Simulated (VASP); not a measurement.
# SiGe2S (P-6m2) in VASP: further runs, part 2 of 2

VASP 6.6.1. Earlier steps stand in the parts before.

### 3 Single point, PBE

This run uses another cell than the first one, of 18.81 Å³/atom, 1.017 times its volume.

INCAR reads:

```
SYSTEM = SiGe2S
PREC = Accurate ; ENCUT = 520
EDIFF = 1E-7 ; ISMEAR = 0
SIGMA = 0.1 ; LREAL = .FALSE.
LASPH = .TRUE. ; NELM = 60
ALGO = Normal ; ISIF = 2
LWAVE = .FALSE. ; LCHARG = .FALSE.
GGA = PE ; NBANDS = 27
```

KPOINTS reads:

```
regular mesh
0
G
  6 6 4
  0 0 0
```

POSCAR reads:

```
SiGe2S
1.0
    3.6597784941      0.0000000000      0.0000000000
   -1.8298892471      3.1694611481      0.0000000000
    0.0000000000      0.0000000000      6.4857886813
Si Ge S
1 2 1
Direct
    0.0000000000      0.0000000000      0.0000000000
    0.6666666667      0.3333333333      0.7703288765
    0.6666666667      0.3333333333      0.2296711235
    0.3333333333      0.6666666667      0.5000000000
```

Potentials or basis: VASP PAW PBE potentials, release 64 (Si, Ge_d, S).

Launch:

```
cat potpaw_PBE.64/Si/POTCAR potpaw_PBE.64/Ge_d/POTCAR potpaw_PBE.64/S/POTCAR > POTCAR
mpirun -np 1 vasp_std > vasp.out
```

Wall time 39 s (1 thread of Intel Xeon 6975P-C, shared host); peak memory 0.2 GiB.

It converged, with:

```
Free energy            : -17.7629 eV
Pressure               : 0.0 GPa
Largest force          : 0.024 eV/Å
Band gap on the k mesh : zero (band 19 reaches 7.30 eV, above the bottom of band 20 at 4.66 eV)
```

Forces on the atoms (eV/Å):
```
Si   0.000  0.000  0.000
Ge   0.000  0.000 -0.024
Ge   0.000  0.000  0.024
S    0.000  0.000  0.000
```

Stress tensor (GPa, compression positive):
```
-0.04  0.00  0.00
 0.00 -0.04  0.00
 0.00  0.00  0.22
```

Levels at points of the mesh, in eV from the Fermi level:
```
           k point  band 17  band 18  band 19  band 20  band 21  band 22
(0.00, 0.00, 0.00)    -1.85     0.31     0.31     2.50     3.13     3.13
(0.50, 0.00, 0.00)    -3.32    -0.65    -0.41     0.30     1.20     1.71
(0.00, 0.00, 0.50)     0.27     0.27     0.85     1.15     2.98     2.98
(0.50, 0.00, 0.50)    -2.95    -2.45    -1.80    -1.79     2.15     2.62
```

### 4 Relaxation of cell and atoms, PBE

INCAR reads:

```
SYSTEM = SiGe2S
PREC = Accurate
ENCUT = 600
EDIFF = 1E-6
ISMEAR = 0
SIGMA = 0.1
LREAL = .False.
LASPH = .True.
NELM = 80
ALGO = Normal
ISIF = 3
LWAVE = .False.
LCHARG = .False.
GGA = PE
IBRION = 2
NSW = 90
EDIFFG = -0.04
```

KPOINTS reads:

```
regular mesh
0
Gamma
  6 6 4
  0 0 0
```

POSCAR reads:

```
SiGe2S
1.0
    3.8135614200      0.0000000000      0.0000000000
   -1.9067807100      3.3026410700      0.0000000000
    0.0000000000      0.0000000000      5.8738094000
Si Ge S
1 2 1
Direct
    0.0000000000      0.0000000000      0.0000000000
    0.6666666700      0.3333333300      0.7339000100
    0.6666666700      0.3333333300      0.2660999900
    0.3333333300      0.6666666700      0.5000000000
```

Launch:

```
cat potpaw_PBE.64/Si/POTCAR potpaw_PBE.64/Ge_d/POTCAR potpaw_PBE.64/S/POTCAR > POTCAR
mpirun -np 1 vasp_std > vasp.out
```

It took 4.5 min on 1 thread of Intel Xeon 6975P-C, shared host; peak memory 0.23 GiB.

It converged, with:

```
Free energy                            : -17.7632 eV
Relaxed volume                         : 18.78 Å³/atom
Relaxed cell                           : a = 3.655 Å, b = 3.655 Å, c = 6.495 Å, α = 90.00°, β = 90.00°, γ = 120.00°
Space group after relaxing (to 0.05 Å) : P-6m2 (No. 187)
Energy gained by relaxing              : 177.0 meV/atom
Ionic steps                            : 11
Pressure after relaxing                : 0.1 GPa
Largest force after relaxing           : 0.022 eV/Å
Band gap on the k mesh                 : zero (band 19 reaches 7.30 eV, above the bottom of band 20 at 4.70 eV)
```

Forces in eV/Å, atoms in the order of the input:
```
Si   0.000  0.000  0.000
Ge   0.000  0.000  0.022
Ge   0.000  0.000 -0.022
S    0.000  0.000  0.000
```

Stress tensor (GPa, compression positive):
```
0.07 0.00 0.00
0.00 0.07 0.00
0.00 0.00 0.22
```

Step by step:
```tsv
step	energy change (eV)	largest force (eV/Å)	pressure (GPa)	volume (Å³)
1	0.0000	1.7101	3.84	73.98
2	-0.3066	1.2491	-1.67	78.82
3	-0.4167	0.7504	-5.41	83.53
4	-0.5972	0.0833	-4.29	81.40
5	-0.6253	0.3493	-3.44	80.24
6	-0.6817	0.2222	-0.94	76.95
7	-0.6871	0.1665	0.25	75.67
8	-0.6946	0.1335	0.14	75.61
9	-0.7070	0.0431	-0.15	75.42
10	-0.7072	0.0679	-0.15	75.39
11	-0.7078	0.0219	0.12	75.13
```

Final structure:
```
Si Ge S
1.0
     3.65471    0.00000    0.00000
    -1.82735    3.16507    0.00000
     0.00000    0.00000    6.49482
Si Ge S
1 2 1
Direct
  0.00000 0.00000 0.00000
  0.66667 0.33333 0.76956
  0.66667 0.33333 0.23044
  0.33333 0.66667 0.50000
```

Levels at points of the mesh, in eV from the Fermi level:
```csv
k point,band 16,band 17,band 18,band 19,band 20,band 21,band 22,band 23
"(0.00, 0.00, 0.00)",-1.86,-1.86,0.35,0.35,2.56,3.15,3.15,3.72
"(0.50, 0.00, 0.00)",-5.06,-3.32,-0.63,-0.41,0.29,1.20,1.72,3.02
"(0.00, 0.00, 0.50)",-1.80,0.31,0.31,0.83,1.18,2.99,2.99,3.44
"(0.50, 0.00, 0.50)",-3.20,-2.97,-2.47,-1.81,-1.77,2.17,2.60,3.12
```

### 5 Single point, PBE

This run uses another cell than the first one, of 18.78 Å³/atom, 1.015 times its volume.

INCAR reads:

```
SYSTEM = SiGe2S
ALGO = Normal
EDIFF = 1E-7
ENCUT = 520
GGA = PE
ISIF = 2
ISMEAR = 0
LASPH = .TRUE.
LCHARG = .FALSE.
LREAL = .FALSE.
LWAVE = .FALSE.
NBANDS = 27
NELM = 80
PREC = Accurate
SIGMA = 0.1
```

KPOINTS reads:

```
k-points
0
G
  12 12 8
  0 0 0
```

POSCAR reads:

```
SiGe2S
1.0
    3.6592510276      0.0000000000      0.0000000000
   -1.8296255138      3.1690043487      0.0000000000
    0.0000000000      0.0000000000      6.4770728551
Si Ge S
1 2 1
Direct
    0.0000000000      0.0000000000      0.0000000000
    0.6666666667      0.3333333333      0.7695802421
    0.6666666667      0.3333333333      0.2304197579
    0.3333333333      0.6666666667      0.5000000000
```

Launch:

```
cat potpaw_PBE.64/Si/POTCAR potpaw_PBE.64/Ge_d/POTCAR potpaw_PBE.64/S/POTCAR > POTCAR
mpirun -np 1 vasp_std > vasp.out
```

It took 2.5 min on 1 thread of Intel Xeon 6975P-C, shared host; peak memory 0.3 GiB.

It converged, with:

```yaml
Free_energy: -17.8166 eV
Pressure: 0.0 GPa
Largest_force: 0.005 eV/Å
Band_gap_on_the_k_mesh: zero (band 19 reaches 7.55 eV, above the bottom of band 20 at 4.69 eV)
```

Forces in eV/Å, atoms in the order of the input:
```
Si   0.000  0.000  0.000
Ge   0.000  0.000  0.005
Ge   0.000  0.000 -0.005
S    0.000  0.000  0.000
```

Levels at points of the mesh, in eV from the Fermi level:
```csv
k point,band 15,band 16,band 17,band 18,band 19,band 20,band 21,band 22,band 23,band 24
"(0.00, 0.00, 0.00)",-1.94,-1.85,-1.85,0.37,0.37,2.57,3.19,3.19,3.75,4.10
"(0.50, 0.00, 0.00)",-5.78,-5.02,-3.31,-0.60,-0.36,0.33,1.25,1.76,3.11,4.62
"(0.00, 0.00, 0.50)",-1.79,-1.79,0.33,0.33,0.86,1.20,3.02,3.02,3.46,3.59
"(0.50, 0.00, 0.50)",-3.34,-3.17,-2.96,-2.40,-1.75,-1.74,2.21,2.64,3.17,5.17
```

### 6 Relaxation of cell and atoms, PBE

This run uses another cell than the first one, of 18.81 Å³/atom, 1.017 times its volume.

INCAR reads:

```
ALGO     = Normal         # electronic algorithm
EDIFF    = 1E-6           # SCF threshold, eV
EDIFFG   = -0.01          # ionic threshold
ENCUT    = 600            # plane-wave cutoff, eV
GGA      = PE             # functional
IBRION   = 2              # ionic algorithm
ISIF     = 3              # what is computed and relaxed
ISMEAR   = 0              # smearing method
LASPH    = True           # aspherical terms in the spheres
LCHARG   = False          # write CHGCAR
LREAL    = False          # projectors in reciprocal space
LWAVE    = False          # write WAVECAR
NELM     = 100            # most SCF steps
NSW      = 100            # ionic steps
PREC     = Accurate       # precision mode
SIGMA    = 0.1            # smearing width, eV
```

KPOINTS reads:

```
k-points
0
Gamma
  12 12 8
```

POSCAR reads:

```
SiGe2S
1.0
    3.6597784941      0.0000000000      0.0000000000
   -1.8298892471      3.1694611481      0.0000000000
    0.0000000000      0.0000000000      6.4857886813
Si Ge S
1 2 1
Direct
    0.0000000000      0.0000000000      0.0000000000
    0.6666666667      0.3333333333      0.7703288765
    0.6666666667      0.3333333333      0.2296711235
    0.3333333333      0.6666666667      0.5000000000
```

Potentials or basis: VASP PAW PBE potentials, release 64 (Si, Ge_d, S).

Launch:

```
cat potpaw_PBE.64/Si/POTCAR potpaw_PBE.64/Ge_d/POTCAR potpaw_PBE.64/S/POTCAR > POTCAR
mpirun -np 1 vasp_std > vasp.out
```

It took 11 min on 1 thread of Intel Xeon 6975P-C, shared host; peak memory 0.36 GiB.

Results (log left out):

| Item | Value |
| --- | --- |
| Free energy | -17.8170 eV |
| Relaxed volume | 18.78 Å³/atom |
| Relaxed cell | a = 3.660 Å, b = 3.660 Å, c = 6.475 Å, α = 90.00°, β = 90.00°, γ = 120.00° |
| Space group after relaxing (to 0.05 Å) | P-6m2 (No. 187) |
| Energy gained by relaxing | 0.1 meV/atom |
| Ionic steps | 7 |
| Pressure after relaxing | 0.0 GPa |
| Band gap on the k mesh | zero (band 19 reaches 7.54 eV, above the bottom of band 20 at 4.68 eV) |

Forces in eV/Å, atoms in the order of the input:
```
Si   0.000  0.000  0.000
Ge   0.000  0.000  0.003
Ge   0.000  0.000 -0.003
S    0.000  0.000  0.000
```

The path:
| step | energy change (eV) | largest force (eV/Å) | pressure (GPa) | volume (Å³) |
| --- | --- | --- | --- | --- |
| 1 | 0.0000 | 0.0526 | -0.20 | 75.23 |
| 2 | -0.0002 | 0.0238 | 0.14 | 74.98 |
| 3 | -0.0002 | 0.0317 | 0.12 | 75.05 |
| 4 | -0.0003 | 0.0024 | 0.05 | 75.11 |
| 5 | -0.0003 | 0.0067 | -0.08 | 75.13 |
| 6 | -0.0003 | 0.0018 | 0.08 | 75.12 |
| 7 | -0.0003 | 0.0030 | -0.02 | 75.12 |

Final structure:
```
Si Ge S
1.0
     3.66024    0.00000    0.00000
    -1.83012    3.16986    0.00000
     0.00000    0.00000    6.47488
Si Ge S
1 2 1
Direct
  0.00000 0.00000 0.00000
  0.66667 0.33333 0.76964
  0.66667 0.33333 0.23036
  0.33333 0.66667 0.50000
```

Levels at points of the mesh, in eV from the Fermi level:
```tsv
k point	band 17	band 18	band 19	band 20	band 21	band 22
(0.00, 0.00, 0.00)	-1.85	0.37	0.37	2.56	3.18	3.18
(0.50, 0.00, 0.00)	-3.31	-0.60	-0.36	0.33	1.25	1.76
(0.00, 0.00, 0.50)	0.32	0.32	0.86	1.20	3.02	3.02
(0.50, 0.00, 0.50)	-2.96	-2.40	-1.75	-1.75	2.20	2.64
```

### 7 The runs side by side

| task | cell | k mesh | cutoff (eV) | gap on the mesh (eV) | pressure (GPa) | relaxed volume (Å³/atom) | largest force (eV/Å) |
| --- | --- | --- | --- | --- | --- | --- | --- |
| single point | a = 3.814, b = 3.814, c = 5.874 Å, angles 90.0, 90.0, 120.0°, 4 atoms | 6 × 6 × 4 | 520 | none | 3.8 | - | 1.71 |
| single point | a = 3.660, b = 3.660, c = 6.486 Å, angles 90.0, 90.0, 120.0°, 4 atoms | 6 × 6 × 4 | 520 | none | 0.0 | - | 0.02 |
| relaxation of cell and atoms | relaxed from a = 3.814, b = 3.814, c = 5.874 Å, angles 90.0, 90.0, 120.0°, 4 atoms | 6 × 6 × 4 | 600 | none | 0.1 | 18.78 | 0.02 |
| single point | a = 3.659, b = 3.659, c = 6.477 Å, angles 90.0, 90.0, 120.0°, 4 atoms | 12 × 12 × 8 | 520 | none | 0.0 | - | - |
| relaxation of cell and atoms | relaxed from a = 3.660, b = 3.660, c = 6.486 Å, angles 90.0, 90.0, 120.0°, 4 atoms | 12 × 12 × 8 | 600 | none | 0.0 | 18.78 | - |

Alike in all rows: level PBE; potentials or basis VASP PAW PBE potentials, release 64 (Si, Ge_d, S); no spin polarisation; smearing gaussian 0.1 eV.

Caveats: forces of over 1 eV/Å act on the atoms, so gaps and moduli don't describe the material at rest (some runs).

Absolute energies hang on the potentials; compare differences alone.
